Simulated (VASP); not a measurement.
Wanted: the native input for a VASP 6.6.1 run.

```
Task                   : single point
Functional             : LDA
Potentials or basis    : VASP PAW LDA potentials, release 64 (Mg_sv, O)
Cutoff                 : 840 eV
k mesh                 : 6 × 6 × 6
Occupations            : gaussian, width 0.05 eV
Spin                   : no spin polarisation
Dipole correction      : no
Further INCAR settings : ALGO = Normal; EDIFF = 1e-06; NBANDS = 24
```

The structure of MgO lies in POSCAR:

```
MgO
1.0
    3.4863778627      0.0000000000      0.0000000000
   -1.7431889314      3.0192917963      0.0000000000
    0.0000000000      0.0000000000      4.1780412200
Mg O
2 2
Direct
    0.6746646169      0.3391882393      0.7500000000
    0.3413312836      0.6725215726      0.2500000000
    0.6666666667      0.3333333333      0.2500000000
    0.3333333333      0.6666666667      0.7500000000
```

This cell differs from its parent crystal: all Mg atoms moved +0.025 Å, as atom 1 along Cartesian [1 1 0].

One way to write it, as run:

INCAR

```
SYSTEM = MgO
PREC = Accurate
ENCUT = 840
EDIFF = 1E-6
ISMEAR = 0
SIGMA = 0.05
LREAL = .False.
LASPH = .True.
NELM = 120
ALGO = Normal
ISIF = 2
LWAVE = .False.
LCHARG = .False.
GGA = CA
NBANDS = 24
GGA_COMPAT = .False.
```

KPOINTS

```
regular mesh
0
Gamma
  6 6 6
  0 0 0
```

Potentials or basis: VASP PAW LDA potentials, release 64 (Mg_sv, O).

Launch:

```sh
$ cat potpaw_LDA.64/Mg_sv/POTCAR potpaw_LDA.64/O/POTCAR > POTCAR
$ mpirun -np 1 vasp_std > vasp.out
```

Results of the run:

```yaml
Pressure: -3.5 GPa
Largest_force: 0.220 eV/Å
Band_gap_on_the_k_mesh: 3.34 eV
```

Caveat: the cell differs from its parent crystal (all Mg atoms moved +0.025 Å, as atom 1 along Cartesian [1 1 0]); the cell stands under tension.

Run time: 75 s on 1 thread of Intel(R) Xeon(R) Platinum 8488C (Sapphire Rapids), with other jobs on the host, peak memory 0.27 GiB.
